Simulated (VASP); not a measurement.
# Ge (Cmmm) in VASP: notebook

The runs below take Ge through single point, with r2SCAN.

All numbers are computed with VASP 6.6.1; they aren't measurements. Logs are shortened: lines on timing, memory, paths and dates and some standing lists are left out, and cuts for length are marked.

### Step 1. The cell of the first run

It takes space group Cmmm (No. 65, orthorhombic). The conventional cell has a = 2.678 Å, b = 4.984 Å, c = 2.586 Å, α = 90.00°, β = 90.00°, γ = 90.00°. Ge (site symmetry mmm) has 8 Ge at 2.59 to 2.83 Å within 3.4 Å.

### Step 2. Single point, r2SCAN

Contents of POSCAR:

```
Ge
1.0
    1.3388664507     -2.4920366333      0.0000000000
    1.3388664507      2.4920366333      0.0000000000
    0.0000000000      0.0000000000      2.5856705602
Ge
1
Direct
    0.5000000000      0.5000000000      0.0000000000
```

Contents of INCAR.step1:

```
PREC = Accurate
ENCUT = 520
ISMEAR = 1
SIGMA = 0.1
LREAL = False
LASPH = True
NELM = 60
NBANDS = 13
GGA = PE
ALGO = Normal
EDIFF = 1E-4
LWAVE = True
LCHARG = False
```

Contents of INCAR.step2:

```
PREC = Accurate
ENCUT = 520
EDIFF = 1E-7
ISMEAR = 1
SIGMA = 0.1
LREAL = False
LASPH = True
NELM = 60
ALGO = Normal
ISIF = 2
LWAVE = False
LCHARG = True
METAGGA = R2SCAN
LMIXTAU = True
LELF = True
LVHAR = True
NBANDS = 13
ISTART = 1
```

Contents of KPOINTS:

```
Automatic mesh
0
Gamma
  12 12 11
```

Potentials or basis: VASP PAW PBE potentials, release 64 (Ge_d).

The run is started by

```sh
cat potpaw_PBE.64/Ge_d/POTCAR > POTCAR
cp INCAR.step1 INCAR
mpirun -np 1 vasp_std > vasp.out
cp INCAR.step2 INCAR
mpirun -np 1 vasp_std > vasp.out
```

OUTCAR:

```text
PREC = Accurate
   ENCUT = 520
   EDIFF = 1E-7
   ISMEAR = 1
   LREAL = False
   LASPH = True
   NELM = 60
   ISIF = 2
   METAGGA = R2SCAN
   ISTART = 1

 ion  position               nearest neighbor table
   1  0.500  0.500  0.000-

  LATTYP: Found a base centered orthorhombic cell.
 ALAT       =     2.6777329014
 B/A-ratio  =     1.8613033675
 C/A-ratio  =     0.9656192964

  Lattice vectors:

 A1 = (   1.3388664507,  -2.4920366333,   0.0000000000)
 A2 = (   1.3388664507,   2.4920366333,   0.0000000000)
 A3 = (   0.0000000000,   0.0000000000,   2.5856705602)

Analysis of symmetry for initial positions (statically):
=====================================================================
 Subroutine PRICEL returns:
 Original cell was already a primitive cell.

 Routine SETGRP: Setting up the symmetry group for a
 base centered orthorhombic supercell.

 Subroutine GETGRP returns: Found  8 space group operations
 (whereof  8 operations were pure point group operations)
 out of a pool of  8 trial point group operations.

The static configuration has the point symmetry D_2h.

Analysis of symmetry for dynamics (positions and initial velocities):
=====================================================================
 Subroutine PRICEL returns:
 Original cell was already a primitive cell.

 Routine SETGRP: Setting up the symmetry group for a
 base centered orthorhombic supercell.

 Subroutine GETGRP returns: Found  8 space group operations
 (whereof  8 operations were pure point group operations)
 out of a pool of  8 trial point group operations.

The dynamic configuration has the point symmetry D_2h.

 Subroutine INISYM returns: Found  8 space group operations
 (whereof  8 operations are pure point group operations),
 and found     1 'primitive' translations

----------------------------------------------------------------------------------------

                                     Primitive cell

  volume of cell :      17.2542

  direct lattice vectors                    reciprocal lattice vectors
     1.338866451 -2.492036633  0.000000000     0.373450242 -0.200639105  0.000000000
     1.338866451  2.492036633  0.000000000     0.373450242  0.200639105  0.000000000
     0.000000000  0.000000000  2.585670560     0.000000000  0.000000000  0.386746872

  length of vectors
     2.828923816  2.828923816  2.585670560     0.423935294  0.423935294  0.386746872

  position of ions in fractional coordinates (direct lattice)
     0.500000000  0.500000000  0.000000000

  ion indices of the primitive-cell ions
[... 78 lines left out ...]
   IBRION =     -1    ionic relax: 0-MD 1-quasi-New 2-CG
   NFREE  =      0    steps in history (QN), initial steepest desc. (CG)
   ISIF   =      2    stress and relaxation
   ISYM   =      2    0-nonsym 1-usesym 2-fastsym
   POTIM  = 0.5000    time-step for ionic-motion
   TEBEG  =    0.0;   TEEND  =   0.0 temperature during run
   PSTRESS=    0.0 pullay stress
   NELECT =      14.0000    total number of electrons
   NUPDOWN=      -1.0000    fix difference up-down
   EMIN   =  10.00;   EMAX   =-10.00  energy-range for DOS
   EFERMI =   0.00;   METHOD = LEGACY
   ISMEAR =     1;   SIGMA  =   0.10  broadening in eV -4-tet -1-fermi 0-gaus
   EFERMI_NEDOS =   21; number of points for ismear=-14 and -15
   IALGO  =     38    algorithm
   IMIX   =      4    mixing-type and parameters
     AMIX     =   0.40;   BMIX     =  1.00
     AMIX_MAG =   1.60;   BMIX_MAG =  1.00
  volume/ion in A,a.u.               =      17.25       116.44
  Fermi-wavevector in a.u.,A,eV,Ry     =   1.526930  2.885480 31.722204  2.331516
  Thomas-Fermi vector in A             =   2.634896
   LORBIT       =      0    0 simple, 1 ext, 2 COOP (PROOUT), +10 PAW based schemes
   METAGGA = R2SCAN    functional components
   LHFCALC =     F    Hartree Fock is set to
   AEXX    =    0.0000 exact exchange contribution
   IVDW    =     0    specifies the selected vdW correction
   LEPSILON=     F    determine dielectric tensor
   LRPA    =     F    only Hartree local field effects (RPA)
 non-spin polarized calculation
 Methfessel and Paxton  Order N= 1 SIGMA  =   0.10
  energy-cutoff  :      520.00
  volume of cell :       17.25
 maximum number of plane-waves:       479
 NGX is ok and might be reduce to    24
   NGX = 11   NGY = 11   NGZ =  9

 number of electron      14.0000014 magnetization

 Free energy of the ion-electron system (eV)
  ---------------------------------------------------
  ext. energy  EPLUGINS =         0.00000000
  ---------------------------------------------------
  free energy    TOTEN  =       -13.45070919 eV

  energy without entropy =      -13.45074361  energy(sigma->0) =      -13.45072066

 E-fermi :   7.5785     XC(G=0): -12.8163

 val. band max:        7.5635486509   @ k =   0.4167   0.1667   0.0909
 cond. band min:       7.5896735896   @ k =   0.5000   0.1667   0.0909
 fundamental gap:      0.0261249387
 Fermi energy:         7.5785148237

 k-point     1 :       0.0000    0.0000    0.0000
  band No.  band energies     occupation
      1     -18.0980      2.00000
      2     -17.9899      2.00000
      3     -17.9133      2.00000
      4     -17.7609      2.00000
      5     -17.7394      2.00000
      6      -7.1105      2.00000
      7      15.2583      0.00000
      8      16.0317      0.00000
      9      17.8615      0.00000
     10      18.6596      0.00000
     11      21.6446      0.00000
     12      24.2674      0.00000
     13      24.5504      0.00000
[... 354 lines left out ...]
  band No.  band energies     occupation
      1     -18.0286      2.00000
      2     -17.9535      2.00000
      3     -17.8351      2.00000
      4     -17.8033      2.00000
      5     -17.7741      2.00000
      6      -3.6182      2.00000
      7       6.2455      2.00000
      8       8.1450     -0.00000
      9      18.5004      0.00000
     10      21.7469      0.00000
     11      23.5985      0.00000
     12      29.1902      0.00000
     13      29.9417      0.00000

 [... further k-points ...]
[... 5 lines left out ...]
  --------------------------------------------------------------------------------------
  -------------------------------------------------------------------------------------
  Total        1.0948341      0.3296984      0.9915726      0.0000000      0.0000000      0.0000000
  in kB      101.6632613     30.6148788     92.0746874      0.0000000      0.0000000      0.0000000
  external PRESSURE =      74.7842758 kB  Pullay stress =       0.0000000 kB

 VOLUME and BASIS-vectors are now :
 -----------------------------------------------------------------------------
  energy-cutoff  :      520.00
  volume of cell :       17.25
      direct lattice vectors                 reciprocal lattice vectors
     1.338866451 -2.492036633  0.000000000     0.373450242 -0.200639105  0.000000000
     1.338866451  2.492036633  0.000000000     0.373450242  0.200639105  0.000000000
     0.000000000  0.000000000  2.585670560     0.000000000  0.000000000  0.386746872

 POSITION                                       TOTAL-FORCE (eV/Angst)
 -----------------------------------------------------------------------------------
      1.33887      0.00000      0.00000        -0.000000     -0.000000      0.000000
 -----------------------------------------------------------------------------------
    total drift:                               -0.000000     -0.000000     -0.000000

  FREE ENERGIE OF THE ION-ELECTRON SYSTEM (eV)
  ---------------------------------------------------
  free  energy   TOTEN  =       -13.4507091875 eV

  energy  without entropy=      -13.4507436059  energy(sigma->0) =      -13.45072066
```

OSZICAR.step1:

```text
N       E                     dE             d eps       ncg     rms          rms(c)
DAV:   1     0.624068068195E+02    0.62407E+02   -0.71057E+03  7247   0.307E+03
DAV:   2     0.751493611799E+00   -0.61655E+02   -0.58712E+02  7168   0.411E+02
DAV:   3    -0.415415224481E+01   -0.49056E+01   -0.48847E+01  7719   0.681E+01
DAV:   4    -0.421564917380E+01   -0.61497E-01   -0.61490E-01  7618   0.821E+00
DAV:   5    -0.421621957409E+01   -0.57040E-03   -0.57040E-03  7833   0.868E-01    0.164E+00
DAV:   6    -0.420754479026E+01    0.86748E-02   -0.65003E-03  8464   0.197E+00    0.935E-01
DAV:   7    -0.420339569587E+01    0.41491E-02   -0.55828E-03  9190   0.153E+00    0.764E-02
DAV:   8    -0.420329299114E+01    0.10270E-03   -0.69420E-04  8138   0.634E-01    0.305E-02
DAV:   9    -0.420329202347E+01    0.96767E-06   -0.18556E-05  4124   0.937E-02
   1 F= -.42032920E+01 E0= -.42032990E+01  d E =0.210485E-04
```

It took 2.6 min on 1 thread of Intel Xeon 8259CL, shared host; peak memory 0.18 GiB.

Results:

* Free energy: -13.4507 eV
* Pressure: 7.5 GPa
* Band gap on the k mesh: zero (bands 7 and 8 overlap by 11.63 eV)

Caveat: the cell stands under pressure; the PAW data sets were made with another functional, which shifts forces and pressure a little.

(Continued in part 2 of 3.)
